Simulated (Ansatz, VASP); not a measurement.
Two plane-wave programs on Ta3Ag

File INCAR:

```
ALGO = Normal
EDIFF = 1E-7
EDIFFG = -0.04
ENCUT = 500
GGA = PE
GGA_COMPAT = F
IBRION = 2
ISIF = 3
ISMEAR = 0
LASPH = T
LCHARG = F
LREAL = F
LWAVE = F
NELM = 120
NELMIN = 4
NSW = 90
PREC = Accurate
SIGMA = 0.1
```

KPOINTS

```
k-points
0
Gamma
  4 4 4
```

The input POSCAR:

```
Ta3Ag
1.0
    4.0818002481      0.0000000000      0.0000000000
    0.0000000000      4.0818002481      0.0000000000
    0.0000000000      0.0000000000      4.0818002481
Ta Ag
3 1
Direct
    0.0000000000      0.5000000000      0.5000000000
    0.5000000000      0.0000000000      0.5000000000
    0.5000000000      0.5000000000      0.0000000000
    0.0000000000      0.0000000000      0.0000000000
```

Input for Ansatz:

```yaml
crystal:
  lattice:
    - [4.0818002481, 0.0, 0.0]
    - [0.0, 4.0818002481, 0.0]
    - [0.0, 0.0, 4.0818002481]
  atoms:
    - { symbol: Ta, position: [0.0, 0.5, 0.5] }
    - { symbol: Ta, position: [0.5, 0.0, 0.5] }
    - { symbol: Ta, position: [0.5, 0.5, 0.0] }
    - { symbol: Ag, position: [0.0, 0.0, 0.0] }
basis:
  ecutwfc: 420
kpoints:
  mp_grid: { grid: [4, 4, 4] }
hamiltonian:
  xc: pbe
scf:
  occupations: { method: gaussian, width: 0.1 }
  lower_state_search: "off"
output:
  forces: true
  stress: true
  eigenvalues: true
relax:
  adjacent_minimum: "off"
  f_tol: 0.04
  max_steps: 70
  cell: { stress_tol: 0.4 }
```

Alike in both runs: task relaxation of cell and atoms; functional PBE; k mesh 4 × 4 × 4; occupations gaussian, width 0.1 eV; no spin polarisation.

```csv
,VASP,Ansatz
version,VASP 6.6.1,Ansatz 0.2.0
potentials or method,"VASP PAW PBE potentials, release 64 (Ta_pv, Ag), cutoff 500 eV","scalar-relativistic, plane waves, PAW"
valence electrons in the cell,44,58
```

```csv
,VASP,Ansatz,Ansatz less VASP
"gap on the k mesh at the Fermi level, each at its own relaxed structure (eV)",none,none,-
relaxed volume (Å³/atom),18.00,17.97,-0.030
relaxed cell length with the largest relative difference (Å),4.160,4.158,-0.0023
```

A gap of «none» marks a metal or a gap that the smearing closes. VASP's potentials hold 44 valence electrons a cell and Ansatz's 58, so a difference there can come from the potentials and not from the codes.

The k mesh is coarse, so the values compare programs but aren't converged. Neither program's run includes spin-orbit coupling.
